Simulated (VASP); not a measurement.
Here is a VASP 6.6.1 calculation.

Contents of POSCAR:

```
MnSi
1.0
    3.1202287855      0.0000000000      0.0000000000
    0.0000000000      3.1202287855      0.0000000000
    0.0000000000      0.0000000000      3.1202287855
Mn Si
1 1
Direct
    0.5000000000      0.5000000000      0.5000000000
    0.0000000000      0.0000000000      0.0000000000
```

The input INCAR.step1:

```
SYSTEM = MnSi
PREC = Accurate
ENCUT = 520
EDIFF = 1E-5
ISMEAR = -1
SIGMA = 0.05
LREAL = .False.
LASPH = .True.
NELM = 150
ALGO = Normal
ISIF = 2
LWAVE = .True.
ISPIN = 2
MAGMOM = 4 0
LORBIT = 11
LMAXMIX = 4
NBANDS = 20
GGA = PE
```

Contents of INCAR.step2:

```
SYSTEM = MnSi
PREC = Accurate
ENCUT = 520
EDIFF = 1E-6
ISMEAR = -1
SIGMA = 0.05
LREAL = .False.
LASPH = .True.
NELM = 150
ALGO = Normal
ISIF = 2
LWAVE = .False.
LCHARG = .True.
ISPIN = 2
MAGMOM = 4 0
LORBIT = 11
LMAXMIX = 4
GGA = PE
LHFCALC = .True.
AEXX = 0.25
HFSCREEN = 0.3
PRECFOCK = Normal
LELF = .True.
LVHAR = .True.
NBANDS = 20
ISTART = 1
```

KPOINTS

```
Automatic mesh
0
Gamma
  5 5 5
  0 0 0
```

Potentials or basis: VASP PAW PBE potentials, release 64 (Mn_pv, Si).

Launch:

```bash
$ cat potpaw_PBE.64/Mn_pv/POTCAR potpaw_PBE.64/Si/POTCAR > POTCAR
$ cp INCAR.step1 INCAR
$ mpirun -np 1 vasp_std > vasp.out
$ cp INCAR.step2 INCAR
$ mpirun -np 1 vasp_std > vasp.out
```

Q: Predict the net moment.

A: 3.88 μB per cell.

Q: Predict the pressure.

A: 0.1 GPa.

Q: What does it give for the site moments?

A: Mn +4.00; Si -0.09 μB.

Caveat: the k points lie up to 0.40 Å⁻¹ apart; the PAW data sets were made with another functional, which shifts forces and pressure a little.
